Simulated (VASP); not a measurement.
Runs of VASP 6.6.1 on TiO. The structure is hexagonal, space group P6_3/mmc (No. 194). Conventional cell: a = 2.852 Å, b = 2.852 Å, c = 5.568 Å, α = 90.00°, β = 90.00°, γ = 120.00°. Ti (site symmetry -6m2) has 6 O at 2.16 Å and 6 Ti at 2.85 Å within 2.9 Å. Within 2.9 Å of O (site symmetry -3m) lie 6 Ti at 2.16 Å and 8 O at 2.78 to 2.85 Å. 

| potentials or basis | spin | k mesh | cutoff (eV) | smearing | second run | gap on the mesh (eV) | pressure (GPa) |
| --- | --- | --- | --- | --- | --- | --- | --- |
| VASP PAW PBE potentials, release 64 (Ti_sv, O_h) | off | 3 × 3 × 1 | 910 | gaussian 0.1 eV | hard_potentials | none | -1.5 |
| VASP PAW PBE potentials, release 64 (Ti_sv, O) | off | 18 × 18 × 8 | 520 | gaussian 0.01 eV | - | none | -3.6 |
| VASP PAW PBE potentials, release 64 (Ti_sv, O) | off | 12 × 12 × 6 | 520 | gaussian 0.1 eV | - | none | -3.6 |
| VASP PAW PBE potentials, release 64 (Ti_sv, O) | off | 6 × 6 × 4 | 520 | gaussian 0.1 eV | - | none | -3.6 |
| VASP PAW PBE potentials, release 64 (Ti_sv, O) | off | 18 × 18 × 8 | 520 | gaussian 0.2 eV | - | none | -3.6 |
| VASP PAW PBE potentials, release 64 (Ti_sv, O) | off | 6 × 6 × 4, shifted | 520 | gaussian 0.1 eV | - | 0.26 | -3.6 |
| VASP PAW PBE potentials, release 64 (Ti_sv, O) | off | 18 × 18 × 8 | 520 | gaussian 0.02 eV | - | none | -3.6 |
| VASP PAW PBE potentials, release 64 (Ti_sv, O) | off | 3 × 3 × 1 | 520 | gaussian 0.1 eV | - | none | -1.3 |
| VASP PAW PBE potentials, release 64 (Ti_sv, O_h) | off | 6 × 6 × 4 | 910 | gaussian 0.1 eV | hard_potentials | none | (a) |
| VASP PAW PBE potentials, release 64 (Ti_sv, O) | collinear, ferromagnetic start | 6 × 6 × 4 | 520 | gaussian 0.1 eV | - | none | -3.6 |
| VASP PAW PBE potentials, release 64 (Ti_sv, O) | off | 3 × 3 × 2 | 520 | gaussian 0.1 eV | - | none | -2.4 |
| VASP PAW PBE potentials, release 64 (Ti_sv, O) | off | 6 × 6 × 2 | 520 | gaussian 0.1 eV | - | none | (b) |

Alike in all rows: task single point; level r2SCAN; cell as given.

**Question.** Estimate the missing entries.

**Answer.** (a) -3.8; (b) -3.7.

Caveats: some runs use coarse meshes; the PAW data sets were made with another functional, which shifts forces and pressure a little; semilocal functionals often make such compounds metallic where correlation or magnetic order opens a gap, which also shifts bond lengths (some runs); the cutoff is under 1.25 times the usual one of these potentials, so pressure, stress and relaxed cells hold a basis-set (Pulay) error (some runs).

A k mesh can miss the band edges.

A gap of «none» marks levels without a gap at the run's occupations.
